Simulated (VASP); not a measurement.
## Co: single point with PBE

Co:

```
Co
1.0
     2.92740    0.00000    0.00000
     0.00000    2.92740    0.00000
     0.00000    0.00000    2.92740
Co
2
Cartesian
  0.0000 0.0000 0.0000
  1.4637 1.4637 1.4637
```

This isn't the form of Co at room conditions, which is hcp.

| Property | Result |
| --- | --- |
| Program | VASP 6.6.1 |
| Task | single point |
| Functional | PBE |
| Potentials or basis | VASP PAW PBE potentials, release 64 (Co) |
| Cutoff | 600 eV |
| k mesh | 2 × 2 × 2 |
| Occupations | gaussian, width 0.05 eV |
| Spin | non-collinear spin, typed start |
| Starting moments | [[0.0, 0.0, 1.4], [-0.0, -0.0, -1.2]] μB |

```yaml
Pressure: -8.3 GPa
Band_gap_on_the_k_mesh: zero (bands 18 and 19 overlap by 1.45 eV)
Net_moment: 0.91 μB per cell
Valence_electrons_inside_the_program's_atomic_spheres: Co 8.01, 8.02
```

Levels at points of the mesh, in eV from the Fermi level:
| k point | band 13 | band 14 | band 15 | band 16 | band 17 | band 18 | band 19 | band 20 |
| --- | --- | --- | --- | --- | --- | --- | --- | --- |
| (0.00, 0.00, 0.00) | -0.47 | -0.47 | -0.30 | -0.30 | 0.23 | 0.23 | 0.23 | 0.24 |
| (0.50, 0.00, 0.00) | -1.30 | -1.10 | -0.92 | -0.91 | -0.88 | -0.88 | -0.84 | -0.45 |
| (0.00, 0.00, 0.50) | -1.30 | -1.11 | -0.92 | -0.92 | -0.88 | -0.88 | -0.84 | -0.45 |
| (0.50, 0.50, 0.00) | -0.11 | -0.05 | -0.05 | 0.00 | 0.35 | 0.35 | 0.38 | 0.38 |
| (0.00, 0.50, 0.50) | -0.11 | -0.05 | -0.05 | 0.00 | 0.35 | 0.35 | 0.38 | 0.38 |
| (0.50, 0.50, 0.50) | -1.71 | -1.70 | -1.42 | -1.41 | 0.62 | 0.62 | 0.67 | 0.67 |

Moments on the atoms (μB; x, y, z):
```
Co   0.00  0.00  1.91
Co   0.00  0.00 -1.36
```

Run time: 60 s on 1 thread of Intel Xeon 8259CL, with other jobs on the host, peak memory 0.2 GiB.

Caveat: the k points lie up to 1.07 Å⁻¹ apart, too coarse for converged energies and pressures of a metal.
